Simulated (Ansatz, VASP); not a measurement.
**BeTe: VASP beside Ansatz**

File INCAR:

```
  ALGO = Normal
  EDIFF = 1E-6
  EDIFFG = -0.005
  ENCUT = 600
  GGA = PS
  IBRION = 2
  ISIF = 3
  ISMEAR = -1
  LASPH = T
  LCHARG = F
  LREAL = F
  LWAVE = F
  NELM = 100
  NSW = 60
  PREC = Accurate
  SIGMA = 0.08
```

Contents of KPOINTS:

```
k-points
0
Gamma
  15 15 15
```

POSCAR

```
BeTe
1.0
    0.0000000000      2.4723605563      2.4723605563
    2.4723605563      0.0000000000      2.4723605563
    2.4723605563      2.4723605563      0.0000000000
Be Te
1 1
Direct
    0.0000000000      0.0000000000      0.0000000000
    0.5000000000      0.5000000000      0.5000000000
```

Input for Ansatz:

```yaml
crystal:
  lattice:
    - [0.0, 2.4723605563, 2.4723605563]
    - [2.4723605563, 0.0, 2.4723605563]
    - [2.4723605563, 2.4723605563, 0.0]
  atoms:
    - { symbol: Be, position: [0.0, 0.0, 0.0] }
    - { symbol: Te, position: [0.5, 0.5, 0.5] }
kpoints:
  mp_grid: { grid: [15, 15, 15] }
scf:
  occupations: { method: fermi_dirac, width: 0.08 }
hamiltonian:
  xc: pbesol
  pseudopotentials: { kind: paw }
output:
  forces: true
  stress: true
  write_density: true
  write_potential: true
  elf: true
  volumetric_format: npy
relax:
  f_tol: 0.005
  max_steps: 40
  cell: {}
```

Alike in both runs: task relaxation of cell and atoms; functional PBEsol; k mesh 15 × 15 × 15; occupations fermi-dirac, width 0.08 eV; no spin polarisation.

|  | VASP | Ansatz |
| --- | --- | --- |
| version | VASP 6.6.1 | Ansatz 0.2.0 |
| potentials or method | VASP PAW PBE potentials, release 64 (Be, Te) | PAW with Ansatz's default frozen-core files, scalar-relativistic |
| plane-wave cutoff (eV) | 600 | 420 |
| valence electrons in the cell | 8 | 18 |

```tsv
	VASP	Ansatz	Ansatz less VASP
relaxed volume (Å³/atom)	18.68	18.63	-0.056
relaxed cell length with the largest relative difference (Å)	3.752	3.749	-0.0038
```

VASP's potentials were made for PBE, not for PBEsol. VASP's potentials hold 8 valence electrons a cell and Ansatz's 18, so a difference there can come from the potentials and not from the codes.

Neither program's run includes spin-orbit coupling. Noted on VASP's run: the volume moved by over 15 % at a fixed basis, so the end points are rough.
